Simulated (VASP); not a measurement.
# BaTiO3 in VASP: notebook

The runs below take BaTiO3 through single point, with PBE.

Program: VASP 6.6.1. These are calculated values, not measurements. Logs are shortened: lines on timing, memory, paths and dates and some standing lists are left out, and cuts for length are marked.

### 1 The cell of the first run

Symmetry: R3m, No. 160, trigonal system. The conventional cell has a = 5.542 Å, b = 5.542 Å, c = 6.953 Å, α = 90.00°, β = 90.00°, γ = 120.00°. Ba (site symmetry 3m) has 12 O at 2.77 to 2.87 Å and 8 Ti at 3.37 to 3.57 Å within 3.6 Å. Ti (site symmetry 3m) has 6 O at 1.85 to 2.11 Å within 2.5 Å. Within 2.5 Å of O (site symmetry m) lie 2 Ti at 1.85 to 2.11 Å.

### 2 Single point, PBE (equal xx and yy strain of -2 %)

INCAR reads:

```
ALGO = Normal
EDIFF = 1E-6
ENCUT = 520
GGA = PE
ISIF = 2
ISMEAR = -1
LASPH = T
LCHARG = F
LREAL = F
LWAVE = F
NBANDS = 28
NELM = 80
PREC = Accurate
SIGMA = 0.05
```

KPOINTS reads:

```
k-points
0
Gamma
  9 9 9
```

POSCAR reads:

```
BaTiO3
1.0
    2.7711147944      1.5999038725      2.3177316080
   -2.7711147944      1.5999038725      2.3177316080
    0.0000000000     -3.1998077449      2.3177316080
Ba Ti O
1 1 3
Direct
    0.0000000000      0.0000000000      0.0000000000
    0.5140000000      0.5140000000      0.5140000000
    0.4916000000      0.4916000000      0.9815000000
    0.4916000000      0.9815000000      0.4916000000
    0.9815000000      0.4916000000      0.4916000000
```

Potentials or basis: VASP PAW PBE potentials, release 64 (Ba_sv, Ti_sv, O).

Launch:

```bash
cat potpaw_PBE.64/Ba_sv/POTCAR potpaw_PBE.64/Ti_sv/POTCAR potpaw_PBE.64/O/POTCAR > POTCAR
mpirun -np 1 vasp_std > vasp.out
```

OUTCAR:

```text
EDIFF = 1E-6
   ENCUT = 520
   GGA = PE
   ISIF = 2
   ISMEAR = -1
   LASPH = T
   LREAL = F
   NELM = 80
   PREC = Accurate

 ion  position               nearest neighbor table
   1  0.000  0.000  0.000-   4 2.77   5 2.77   3 2.77   4 2.77   5 2.77   5 2.77   4 2.77   3 2.77
                             3 2.77   5 2.87   4 2.87   3 2.87   2 3.37   2 3.37   2 3.37   2 3.38
   2  0.514  0.514  0.514-   3 1.85   4 1.85   5 1.85   3 2.11   4 2.11   5 2.11   1 3.37   1 3.37
                             1 3.37   1 3.38   1 3.44   1 3.44   1 3.44   1 3.57
   3  0.492  0.492  0.981-   2 1.85   2 2.11   1 2.77   1 2.77   1 2.77   1 2.87
   4  0.492  0.981  0.492-   2 1.85   2 2.11   1 2.77   1 2.77   1 2.77   1 2.87
   5  0.981  0.492  0.492-   2 1.85   2 2.11   1 2.77   1 2.77   1 2.77   1 2.87

  LATTYP: Found a trigonal (rhomboedric) cell.
 ALAT       =     3.9510314364
 COS(alpha) =     0.0161745356

  Lattice vectors:

 A1 = (   2.7711147944,   1.5999038725,   2.3177316080)
 A2 = (  -2.7711147944,   1.5999038725,   2.3177316080)
 A3 = (   0.0000000000,  -3.1998077449,   2.3177316080)

Analysis of symmetry for initial positions (statically):
=====================================================================
 Subroutine PRICEL returns:
 Original cell was already a primitive cell.

 Routine SETGRP: Setting up the symmetry group for a
 trigonal (rhombohedral) supercell.

 Subroutine GETGRP returns: Found  6 space group operations
 (whereof  6 operations were pure point group operations)
 out of a pool of 12 trial point group operations.

The static configuration has the point symmetry C_3v.

Analysis of symmetry for dynamics (positions and initial velocities):
=====================================================================
 Subroutine PRICEL returns:
 Original cell was already a primitive cell.

 Routine SETGRP: Setting up the symmetry group for a
 trigonal (rhombohedral) supercell.

 Subroutine GETGRP returns: Found  6 space group operations
 (whereof  6 operations were pure point group operations)
 out of a pool of 12 trial point group operations.

The dynamic configuration has the point symmetry C_3v.

 Subroutine INISYM returns: Found  6 space group operations
 (whereof  6 operations are pure point group operations),
 and found     1 'primitive' translations

----------------------------------------------------------------------------------------

                                     Primitive cell

  volume of cell :      61.6542

  direct lattice vectors                    reciprocal lattice vectors
     2.771114794  1.599903873  2.317731608     0.180432799  0.104172925  0.143818780
    -2.771114794  1.599903873  2.317731608    -0.180432799  0.104172925  0.143818780
     0.000000000 -3.199807745  2.317731608     0.000000000 -0.208345851  0.143818780

  length of vectors
     3.951031436  3.951031436  3.951031436     0.253163653  0.253163653  0.253163653

  position of ions in fractional coordinates (direct lattice)
     0.000000000  0.000000000  0.000000000
     0.514000000  0.514000000  0.514000000
     0.491600000  0.491600000  0.981500000
     0.491600000  0.981500000  0.491600000
     0.981500000  0.491600000  0.491600000

  ion indices of the primitive-cell ions
   primitive index   ion index
                 1           1
                 2           2
                 3           3
                 4           4
                 5           5

----------------------------------------------------------------------------------------

 KPOINTS: k-points

Automatic generation of k-mesh.
 Grid dimensions read from file:
 generate k-points for:    9    9    9

 Generating k-lattice:

  Cartesian coordinates                     Fractional coordinates (reciprocal lattice)
     0.020048089  0.011574769  0.015979864     0.111111111  0.000000000 -0.000000000
    -0.020048089  0.011574769  0.015979864     0.000000000  0.111111111 -0.000000000
     0.000000000 -0.023149539  0.015979864     0.000000000  0.000000000  0.111111111

  Length of vectors
     0.028129295  0.028129295  0.028129295

  Shift w.r.t. Gamma in fractional coordinates (k-lattice)
     0.000000000  0.000000000  0.000000000

 Subroutine IBZKPT returns following result:
 ===========================================

 Found     85 irreducible k-points:

 Following reciprocal coordinates:
            Coordinates               Weight
  0.000000  0.000000  0.000000      1.000000
  0.111111  0.000000 -0.000000      6.000000
  0.222222  0.000000 -0.000000      6.000000
  0.333333  0.000000  0.000000      6.000000
  0.444444  0.000000 -0.000000      6.000000
  0.111111  0.111111 -0.000000      6.000000
[... 16 lines left out ...]
 -0.333333  0.333333  0.000000      6.000000
  0.444444  0.444444 -0.000000      6.000000
 [... further k-points ...]
   k-points           NKPTS =     85   k-points in BZ     NKDIM =     85   number of bands    NBANDS=     28
   number of dos      NEDOS =    301   number of ions     NIONS =      5
   total plane-waves  NPLWV =  27000
   dimension x,y,z NGX =    30 NGY =   30 NGZ =   30
   dimension x,y,z NGXF=    60 NGYF=   60 NGZF=   60
   ions per type =               1   1   3
   NGX,Y,Z   is equivalent  to a cutoff of  12.62, 12.62, 12.62 a.u.
   NGXF,Y,Z  is equivalent  to a cutoff of  25.25, 25.25, 25.25 a.u.
 SYSTEM =  unknown system
   PREC   = accura    normal or accurate (medium, high low for compatibility)
   ISTART =      0    job   : 0-new  1-cont  2-samecut
   ICHARG =      2    charge: 1-file 2-atom 10-const
   ISPIN  =      1    spin polarized calculation?
   LNONCOLLINEAR =      F non collinear calculations
   LSORBIT =      F    spin-orbit coupling
   LASPH  =      T    aspherical Exc in radial PAW
   ENCUT  =  520.0 eV  38.22 Ry    6.18 a.u.   7.35  7.35  7.35*2*pi/ulx,y,z
   NELM   =     80;   NELMIN=  2; NELMDL= -5     # of ELM steps
   EDIFF  = 0.1E-05   stopping-criterion for ELM
   LREAL  =      F    real-space projection
   EDIFFG = 0.1E-04   stopping-criterion for IOM
   NSW    =      0    number of steps for IOM
   IBRION =     -1    ionic relax: 0-MD 1-quasi-New 2-CG
   NFREE  =      0    steps in history (QN), initial steepest desc. (CG)
   ISIF   =      2    stress and relaxation
   ISYM   =      2    0-nonsym 1-usesym 2-fastsym
   POTIM  = 0.5000    time-step for ionic-motion
   TEBEG  =    0.0;   TEEND  =   0.0 temperature during run
   PSTRESS=    0.0 pullay stress
   NELECT =      40.0000    total number of electrons
   NUPDOWN=      -1.0000    fix difference up-down
   EMIN   =  10.00;   EMAX   =-10.00  energy-range for DOS
   EFERMI =   0.00;   METHOD = LEGACY
   ISMEAR =    -1;   SIGMA  =   0.05  broadening in eV -4-tet -1-fermi 0-gaus
   EFERMI_NEDOS =   21; number of points for ismear=-14 and -15
   IALGO  =     38    algorithm
   IMIX   =      4    mixing-type and parameters
     AMIX     =   0.40;   BMIX     =  1.00
     AMIX_MAG =   1.60;   BMIX_MAG =  1.00
  volume/ion in A,a.u.               =      12.33        83.21
  Fermi-wavevector in a.u.,A,eV,Ry     =   1.417231  2.678178 27.327886  2.008543
  Thomas-Fermi vector in A             =   2.538483
   LORBIT       =      0    0 simple, 1 ext, 2 COOP (PROOUT), +10 PAW based schemes
   GGA     = PE    functional components
   LHFCALC =     F    Hartree Fock is set to
   AEXX    =    0.0000 exact exchange contribution
   IVDW    =     0    specifies the selected vdW correction
   LEPSILON=     F    determine dielectric tensor
   LRPA    =     F    only Hartree local field effects (RPA)
 non-spin polarized calculation
  energy-cutoff  :      520.00
  volume of cell :       61.65
 maximum number of plane-waves:      1689
 NGX is ok and might be reduce to    30
   NGX = 15   NGY = 15   NGZ = 15

 number of electron      39.9999998 magnetization

 Free energy of the ion-electron system (eV)
  ---------------------------------------------------
  ext. energy  EPLUGINS =         0.00000000
  ---------------------------------------------------
  free energy    TOTEN  =       -39.79828500 eV

  energy without entropy =      -39.79828500  energy(sigma->0) =      -39.79828500

 E-fermi :   5.1159     XC(G=0): -11.4490

 val. band max:        4.0432713477   @ k =  -0.4444   0.4444   0.4444
 cond. band min:       6.5232644544   @ k =   0.0000   0.0000   0.0000
 fundamental gap:      2.4799931067
 Fermi energy:         5.1158804734

 k-point     1 :       0.0000    0.0000    0.0000
  band No.  band energies     occupation
      1     -52.0318      2.00000
      2     -28.3238      2.00000
      3     -28.3238      2.00000
      4     -28.3005      2.00000
      5     -20.6352      2.00000
      6     -12.8241      2.00000
[... 20 lines left out ...]
     27       9.1989      0.00000
     28      11.8859      0.00000

 k-point     2 :       0.1111    0.0000   -0.0000
  band No.  band energies     occupation
      1     -52.0316      2.00000
      2     -28.3293      2.00000
      3     -28.3234      2.00000
      4     -28.3024      2.00000
      5     -20.6184      2.00000
      6     -12.8355      2.00000
[... 20 lines left out ...]
     27       9.4565      0.00000
     28      12.1844      0.00000

 k-point     3 :       0.2222    0.0000   -0.0000
  band No.  band energies     occupation
      1     -52.0312      2.00000
      2     -28.3463      2.00000
      3     -28.3227      2.00000
      4     -28.3042      2.00000
      5     -20.5753      2.00000
      6     -12.9056      2.00000
[... 20 lines left out ...]
     27      10.1565      0.00000
     28      12.7160      0.00000

 k-point     4 :       0.3333    0.0000    0.0000
  band No.  band energies     occupation
      1     -52.0308      2.00000
      2     -28.3672      2.00000
      3     -28.3218      2.00000
      4     -28.3044      2.00000
      5     -20.5252      2.00000
      6     -13.0285      2.00000
[... 20 lines left out ...]
     27      11.0801      0.00000
     28      12.6028      0.00000

 k-point     5 :       0.4444    0.0000   -0.0000
  band No.  band energies     occupation
      1     -52.0305      2.00000
      2     -28.3811      2.00000
      3     -28.3212      2.00000
      4     -28.3042      2.00000
      5     -20.4919      2.00000
      6     -13.1202      2.00000
[... 20 lines left out ...]
     27      11.8028      0.00000
     28      12.5255      0.00000

 k-point     6 :       0.1111    0.1111   -0.0000
  band No.  band energies     occupation
      1     -52.0315      2.00000
      2     -28.3308      2.00000
      3     -28.3266      2.00000
      4     -28.3047      2.00000
      5     -20.6029      2.00000
      6     -12.8327      2.00000
[... 463 lines left out ...]
      5     -20.4241      2.00000
      6     -12.6910      2.00000
[... 20 lines left out ...]
     27      12.5792      0.00000
     28      13.7053      0.00000

 k-point    22 :      -0.4444    0.3333   -0.0000
  band No.  band energies     occupation
      1     -52.0295      2.00000
      2     -28.3793      2.00000
      3     -28.3601      2.00000
      4     -28.3094      2.00000
      5     -20.4232      2.00000
      6     -12.6981      2.00000
[... 20 lines left out ...]
     27      12.6611      0.00000
     28      13.6990      0.00000

 k-point    23 :      -0.3333    0.3333    0.0000
  band No.  band energies     occupation
      1     -52.0298      2.00000
      2     -28.3699      2.00000
      3     -28.3569      2.00000
      4     -28.3096      2.00000
      5     -20.4459      2.00000
      6     -12.7507      2.00000
[... 20 lines left out ...]
     27      12.8174      0.00000
     28      13.0677      0.00000

 k-point    24 :       0.4444    0.4444   -0.0000
  band No.  band energies     occupation
      1     -52.0293      2.00000
      2     -28.3819      2.00000
      3     -28.3700      2.00000
      4     -28.3091      2.00000
      5     -20.4034      2.00000
      6     -12.5470      2.00000
[... 20 lines left out ...]
     27      12.4519      0.00000
     28      14.1792      0.00000

 [... further k-points ...]

------------------------ aborting loop because EDIFF is reached ----------------------------------------

  FORCE on cell =-STRESS in cart. coord.  units (eV):
  Direction    XX          YY          ZZ          XY          YZ          ZX
  --------------------------------------------------------------------------------------
  -------------------------------------------------------------------------------------
  Total        6.6143262      6.6143262      4.3195601      0.0000000      0.0000000      0.0000000
  in kB      171.8831856    171.8831856    112.2502472      0.0000000      0.0000000      0.0000000
  external PRESSURE =     152.0055395 kB  Pullay stress =       0.0000000 kB

 VOLUME and BASIS-vectors are now :
 -----------------------------------------------------------------------------
  energy-cutoff  :      520.00
  volume of cell :       61.65
      direct lattice vectors                 reciprocal lattice vectors
     2.771114794  1.599903873  2.317731608     0.180432799  0.104172925  0.143818780
    -2.771114794  1.599903873  2.317731608    -0.180432799  0.104172925  0.143818780
     0.000000000 -3.199807745  2.317731608     0.000000000 -0.208345851  0.143818780

 POSITION                                       TOTAL-FORCE (eV/Angst)
 -----------------------------------------------------------------------------------
      0.00000      0.00000      0.00000         0.000000      0.000000      0.062084
      0.00000      0.00000      3.57394         0.000000     -0.000000     -0.544083
      0.00000     -1.56759      4.55365         0.000000     -0.542111      0.160667
     -1.35757      0.78379      4.55365        -0.469482      0.271056      0.160667
      1.35757      0.78379      4.55365         0.469482      0.271056      0.160667
 -----------------------------------------------------------------------------------
    total drift:                               -0.000000      0.000003     -0.001083

  FREE ENERGIE OF THE ION-ELECTRON SYSTEM (eV)
  ---------------------------------------------------
  free  energy   TOTEN  =       -39.7982850025 eV

  energy  without entropy=      -39.7982850025  energy(sigma->0) =      -39.79828500
```

Wall time 1.8 min (1 thread of Intel Xeon Platinum 8488C (Sapphire Rapids), shared host); peak memory 0.27 GiB.

What came out:

```
Free energy            : -39.7983 eV
Pressure               : 15.2 GPa
Largest force          : 0.565 eV/Å
Band gap on the k mesh : 2.48 eV (least direct gap 2.75 eV)
```

Forces on the atoms (eV/Å):
```
Ba   0.000  0.000  0.062
Ti   0.000  0.000 -0.544
O    0.000 -0.542  0.161
O   -0.469  0.271  0.161
O    0.469  0.271  0.161
```

Levels at points of the mesh, in eV from the valence-band top:
```csv
k point,band 17,band 18,band 19,band 20,band 21,band 22,band 23,band 24
"(0.00, 0.00, 0.00)",-1.04,-0.54,-0.27,-0.27,2.48,2.48,2.69,4.82
```

Caveat: the cell differs from its parent crystal (equal xx and yy strain of -2 %); the stress differs along the axes, from 11 to 17 GPa; spin-orbit coupling is left out, which moves the levels of the heavy elements.

[end of part 1 of 3]
